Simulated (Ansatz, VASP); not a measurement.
**SrTiO3: VASP beside Ansatz**

```
Sr Ti O
1.0
    -2.75550    2.75550    3.85902
     2.75550   -2.75550    3.85902
     2.75550    2.75550   -3.85902
Sr Ti O
2 2 6
Direct
  0.75000 0.25000 0.50000
  0.25000 0.75000 0.50000
  0.00000 0.00000 0.00000
  0.50000 0.50000 0.00000
  0.25000 0.25000 0.00000
  0.75000 0.75000 0.00000
  0.72832 0.22832 0.95665
  0.22832 0.27168 0.50000
  0.27168 0.77168 0.04335
  0.77168 0.72832 0.50000
```

Change from the starting cell: z stretched by -1 %, ions relaxed.

Alike in both runs: functional PBE; k mesh 8 × 8 × 8; occupations fermi-dirac, width 0.02 eV; no spin polarisation.

Ansatz relaxed the structure, and its values are those at the end. VASP's run is a single point on that final structure, the one shown.

|  | VASP | Ansatz |
| --- | --- | --- |
| version | VASP 6.6.1 | Ansatz 0.2.0 |
| potentials or method | VASP PAW PBE potentials, release 64 (Sr_sv, Ti_sv, O) | plane-wave PAW, scalar-relativistic |
| plane-wave cutoff (eV) | 520 | 420 |
| valence electrons in the cell | 80 | 80 |

|  | VASP | Ansatz | Ansatz less VASP |
| --- | --- | --- | --- |
| gap on the k mesh at the Fermi level (eV) | 1.96 | 1.99 | +0.032 |
| pressure (GPa) | 7.9 | 7.2 | -0.68 |

Ansatz's warnings: stress scf threshold loose.
